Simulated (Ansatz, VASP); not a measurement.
Given: the input of a run of VASP 6.6.1 on CuI.

The input INCAR:

```
SYSTEM = CuI
  PREC = Accurate
  ENCUT = 520
  EDIFF = 1E-7
  ISMEAR = -1
  SIGMA = 0.05
  LREAL = .FALSE.
  LASPH = .TRUE.
  NELM = 60
  ALGO = Normal
  ISIF = 2
  LWAVE = .FALSE.
  LCHARG = .FALSE.
  GGA = PS
  NBANDS = 26
```

KPOINTS

```
regular mesh
0
G
  7 7 4
  0 0 0
```

The input POSCAR:

```
CuI
1.0
    4.0349164921      0.0000000000      0.0000000000
    0.0000000000      4.0349164921      0.0000000000
    0.0000000000      0.0000000000      6.4629139691
I Cu
2 2
Direct
    0.0000000000      0.5000000000      0.7430343600
    0.5000000000      0.0000000000      0.2569656400
    0.0000000000      0.0000000000      0.0000000000
    0.5000000000      0.5000000000      0.0000000000
```

Potentials or basis: VASP PAW PBE potentials, release 64 (I, Cu).

The run is started by

```sh
$ cat potpaw_PBE.64/I/POTCAR potpaw_PBE.64/Cu/POTCAR > POTCAR
$ mpirun -np 1 vasp_std > vasp.out
```

Translate it to Ansatz 0.2.0. Potentials there: all-electron LAPW, scalar-relativistic.

As run (the cutoff follows the program's own potentials):

The input input.yaml:

```yaml
crystal:
  lattice:
    - [4.0349164921, 0.0, 0.0]
    - [0.0, 4.0349164921, 0.0]
    - [0.0, 0.0, 6.4629139691]
  atoms:
    - { symbol: I, position: [0.0, 0.5, 0.74303436] }
    - { symbol: I, position: [0.5, 0.0, 0.25696564] }
    - { symbol: Cu, position: [0.0, 0.0, 0.0] }
    - { symbol: Cu, position: [0.5, 0.5, 0.0] }
kpoints:
  mp_grid: { grid: [7, 7, 4] }
scf:
  occupations: { method: fermi_dirac, width: 0.05 }
hamiltonian:
  xc: pbesol
  pseudopotentials: { kind: all_electron, lapw: { basis_error: 0.001 } }
output:
  forces: true
  stress: true
  eigenvalues: true
```

Potentials or basis: all-electron LAPW, scalar-relativistic.

Launch:

```console
$ ansatz run input.yaml --threads 2 --pin off --max-ram 8192MiB --backend cpu --events-out ev --progress --plain --runs-dir out
```

Both were run:

|  | VASP | Ansatz | Ansatz less VASP |
| --- | --- | --- | --- |
| gap on the k mesh at the Fermi level (eV) | 1.57 | 1.56 | -0.010 |
| least direct gap on the mesh (eV) | 1.57 | 1.56 | -0.010 |
| pressure (GPa) | 0.3 | 0.2 | -0.13 |
| traceless stress, the component that is largest in VASP (GPa) | 0.35 | 0.37 | +0.016 |
| rms of the force components (eV/Å) | 0.065 | 0.056 | -0.0087 |

VASP's potentials were made for PBE, not for PBEsol. Atom by atom the forces differ by 0.009 eV/Å (rms over components). Ansatz ran all-electron here, and VASP with PAW potentials.

Neither program's run includes spin-orbit coupling.
